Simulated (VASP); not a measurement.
CdS, 2 atoms in the cell. It takes space group P3m1 (No. 156, trigonal). The conventional cell has a = 4.261 Å, b = 4.261 Å, c = 5.804 Å, α = 90.00°, β = 90.00°, γ = 120.00°. Cd (site symmetry 3m) has 3 S at 2.46 Å within 3.2 Å. Within 3.2 Å of S (site symmetry 3m) lie 3 Cd at 2.46 Å. 

- Program: VASP 6.6.1
- Task: single point
- Functional: PBE0
- Potentials or basis: VASP PAW PBE potentials, release 64 (Cd, S)
- Cutoff: 400 eV
- k mesh: 2 × 2 × 1
- Occupations: gaussian, width 0.01 eV
- Spin: no spin polarisation
- Dipole correction: no
- Grid for exact exchange (PRECFOCK): Normal
- Further INCAR settings: ALGO = Normal; EDIFF = 1e-06; NBANDS = 16

Potentials or basis: VASP PAW PBE potentials, release 64 (Cd, S).

Launch:

```sh
$ cat potpaw_PBE.64/Cd/POTCAR potpaw_PBE.64/S/POTCAR > POTCAR
$ cp INCAR.step1 INCAR
$ mpirun -np 1 vasp_std > vasp.out
$ cp INCAR.step2 INCAR
$ mpirun -np 1 vasp_std > vasp.out
```

Hardware: 1 thread of Intel(R) Xeon(R) 6975P-C (Granite Rapids), on a shared host.

Problem. How long does it take, and how much memory?

Solution. It took 8.7 s on 1 thread of Intel(R) Xeon(R) 6975P-C (Granite Rapids), on a shared host, peak memory 0.17 GiB. Counts: k points 2.
